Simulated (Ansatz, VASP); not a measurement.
**Hg: VASP beside Ansatz**

```xyz
2
Lattice="0.0000 3.7742 3.7742 3.7742 0.0000 3.7742 3.7742 3.7742 0.0000" Properties=species:S:1:pos:R:3 pbc="T T T"
Hg    0.0000    0.0000    0.0000
Hg    1.8871    1.8871    1.8871
```

Change from the starting cell: volume scaled by 0.95.

Alike in both runs: task single point; functional PBE; k mesh 10 × 10 × 10; occupations fermi-dirac, width 0.03 eV; no spin polarisation.

```csv
,VASP,Ansatz
version,VASP 6.6.1,Ansatz 0.2.0
potentials or method,"VASP PAW PBE potentials, release 64 (Hg), cutoff 520 eV","all-electron LAPW, scalar-relativistic"
```

|  | VASP | Ansatz | Ansatz less VASP |
| --- | --- | --- | --- |
| pressure (GPa) | 0.1 | 0.1 | -0.01 |

Ansatz ran all-electron here, and VASP with PAW potentials.

Spin-orbit coupling is off throughout.
